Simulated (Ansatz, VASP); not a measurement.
**Two plane-wave programs on CdS**

```
Cd S
1.0
     0.00000    2.97370    2.97370
     2.97370    0.00000    2.97370
     2.97370    2.97370    0.00000
Cd S
1 1
Direct
  0.00000 0.00000 0.00000
  0.75000 0.75000 0.75000
```

Alike in both runs: task single point; functional PBE; k mesh 8 × 8 × 8; occupations fermi-dirac, width 0.05 eV; non-collinear spin, spin-orbit coupling.

|  | VASP | Ansatz |
| --- | --- | --- |
| version | VASP 6.6.1 | Ansatz 0.2.0 |
| potentials or method | VASP PAW PBE potentials, release 64 (Cd, S) | Ansatz PAW |
| plane-wave cutoff (eV) | 520 | 420 |
| valence electrons in the cell | 18 | 26 |

VASP gave:

```
pressure (GPa)           : -0.3
net moment per atom (μB) : 0.00
```

**Question.** What did Ansatz give for the same quantities?

**Answer.** Pressure (GPa): -0.6; net moment per atom (μB): 0.00.

VASP's potentials hold 18 valence electrons a cell and Ansatz's 26, so a difference there can come from the potentials and not from the codes.
